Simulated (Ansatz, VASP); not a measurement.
**One calculation of AlCo, two programs**

File INCAR:

```
ALGO     = Fast           # electronic algorithm
EDIFF    = 1E-6           # SCF threshold, eV
ENCUT    = 520            # plane-wave cutoff, eV
GGA      = PS             # functional
ISIF     = 2              # what is computed and relaxed
ISMEAR   = 0              # smearing method
LASPH    = T              # aspherical terms in the spheres
LCHARG   = F              # write CHGCAR
LREAL    = F              # projectors in reciprocal space
LWAVE    = F              # write WAVECAR
NBANDS   = 13             # bands
NELM     = 100            # most SCF steps
PREC     = Accurate       # precision mode
SIGMA    = 0.15           # smearing width, eV
```

Contents of KPOINTS:

```
k-points
0
Gamma
  22 22 22
```

POSCAR

```
AlCo
1.0
    3.1048440893      0.0000000000      0.0000000000
    0.0000000000      2.8225855357      0.0000000000
    0.0000000000      0.0000000000      2.8225855357
Al Co
1 1
Direct
    0.0000000000      0.0000000000      0.0000000000
    0.5000000000      0.5000000000      0.5000000000
```

Input for Ansatz:

```yaml
crystal:
  lattice:
    - [3.1048440893, 0.0, 0.0]
    - [0.0, 2.8225855357, 0.0]
    - [0.0, 0.0, 2.8225855357]
  atoms:
    - { symbol: Al, position: [0.0, 0.0, 0.0] }
    - { symbol: Co, position: [0.5, 0.5, 0.5] }
basis:
  ecutwfc: 420
kpoints:
  mp_grid: { grid: [22, 22, 22] }
hamiltonian:
  xc: pbesol
scf:
  occupations: { method: gaussian, width: 0.15 }
output:
  forces: true
  stress: true
  eigenvalues: true
```

Change from the starting cell: strain +0.1000 x Voigt [1, 0, 0, 0, 0, 0], atoms carried along.

Alike in both runs: task single point; functional PBEsol; k mesh 22 × 22 × 22; occupations gaussian, width 0.15 eV; no spin polarisation.

|  | VASP | Ansatz |
| --- | --- | --- |
| version | VASP 6.6.1 | Ansatz 0.2.0 |
| potentials or method | VASP PAW PBE potentials, release 64 (Al, Co), cutoff 520 eV | scalar-relativistic, plane waves, PAW |
| valence electrons in the cell | 12 | 20 |

|  | VASP | Ansatz | Ansatz less VASP |
| --- | --- | --- | --- |
| gap on the k mesh at the Fermi level (eV) | none | none | - |
| pressure (GPa) | -14.4 | -14.2 | +0.16 |
| traceless stress, the component that is largest in VASP (GPa) | -5.49 | -5.45 | +0.036 |

VASP's potentials were made for PBE, not for PBEsol. A gap of «none» marks a metal or a gap that the smearing closes. VASP's potentials hold 12 valence electrons a cell and Ansatz's 20, so a difference there can come from the potentials and not from the codes.
